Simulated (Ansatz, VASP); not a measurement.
**TiCo2: VASP beside Ansatz**

INCAR

```
SYSTEM = TiCo2
PREC     = Accurate       ! precision mode
ENCUT    = 520            ! plane-wave cutoff, eV
EDIFF    = 1E-7           ! SCF threshold, eV
ISMEAR   = 0              ! smearing method
SIGMA    = 0.1            ! smearing width, eV
LREAL    = .FALSE.        ! projectors in reciprocal space
LASPH    = .TRUE.         ! aspherical terms in the spheres
NELM     = 150            ! most SCF steps
ALGO     = Normal         ! electronic algorithm
ISIF     = 2              ! what is computed and relaxed
LWAVE    = .FALSE.        ! write WAVECAR
LCHARG   = .FALSE.        ! write CHGCAR
ISPIN    = 2              ! spin polarisation
MAGMOM   = -0.31 -0.31 0.82 0.82 0.82 0.82 ! initial moments
LORBIT   = 11             ! projections on sites
LMAXMIX  = 4              ! l up to which the mixer works
GGA      = PS             ! functional
NBANDS   = 43             ! bands
```

The input KPOINTS:

```
Automatic mesh
0
G
  4 4 4
  0 0 0
```

File POSCAR:

```
TiCo2
1.0
    0.0000000000      3.3520000000      3.3520000000
    3.3520000000      0.0000000000      3.3520000000
    3.3520000000      3.3520000000      0.0000000000
Ti Co
2 4
Direct
    0.5000000000      0.5000000000      0.5000000000
    0.7500000000      0.7500000000      0.7500000000
    0.1250000000      0.1250000000      0.1250000000
    0.6250000000      0.1250000000      0.1250000000
    0.1250000000      0.1250000000      0.6250000000
    0.1250000000      0.6250000000      0.1250000000
```

Input for Ansatz:

```yaml
crystal:
  lattice:
    - [0.0, 3.352, 3.352]
    - [3.352, 0.0, 3.352]
    - [3.352, 3.352, 0.0]
  atoms:
    - { symbol: Ti, position: [0.5, 0.5, 0.5], spin: -0.31 }
    - { symbol: Ti, position: [0.75, 0.75, 0.75], spin: -0.31 }
    - { symbol: Co, position: [0.125, 0.125, 0.125], spin: 0.82 }
    - { symbol: Co, position: [0.625, 0.125, 0.125], spin: 0.82 }
    - { symbol: Co, position: [0.125, 0.125, 0.625], spin: 0.82 }
    - { symbol: Co, position: [0.125, 0.625, 0.125], spin: 0.82 }
basis:
  ecutwfc: 420
kpoints:
  mp_grid: { grid: [4, 4, 4] }
hamiltonian:
  xc: pbesol
scf:
  occupations: { method: gaussian, width: 0.1 }
output:
  forces: true
  stress: true
  eigenvalues: true
  populations: true
magnetization:
  spin_polarized: true
```

Alike in both runs: task single point; functional PBEsol; k mesh 4 × 4 × 4; occupations gaussian, width 0.1 eV; collinear spin.

```csv
,VASP,Ansatz
version,VASP 6.6.1,Ansatz 0.2.0
potentials or method,"VASP PAW PBE potentials, release 64 (Ti_sv, Co), cutoff 520 eV","scalar-relativistic, plane waves, PAW"
valence electrons in the cell,60,92
```

Ansatz gave:

```
gap on the k mesh at the Fermi level (eV)                     : none
pressure (GPa)                                                : -11.4
net moment per atom (μB)                                      : 0.40
size of the moment on the site where the two differ most (μB) : 0.80
```

Problem. Which values does VASP return?

Solution. gap on the k mesh at the Fermi level (eV): none; pressure (GPa): -12.0; net moment per atom (μB): 0.39; size of the moment on the site where the two differ most (μB): 0.76.

VASP's potentials were made for PBE, not for PBEsol. Site moments also hang on the region over which each program counts them. A gap of «none» marks a metal or a gap that the smearing closes. VASP's potentials hold 60 valence electrons a cell and Ansatz's 92, so a difference there can come from the potentials and not from the codes.

The k mesh is coarse, so the values compare programs but aren't converged.
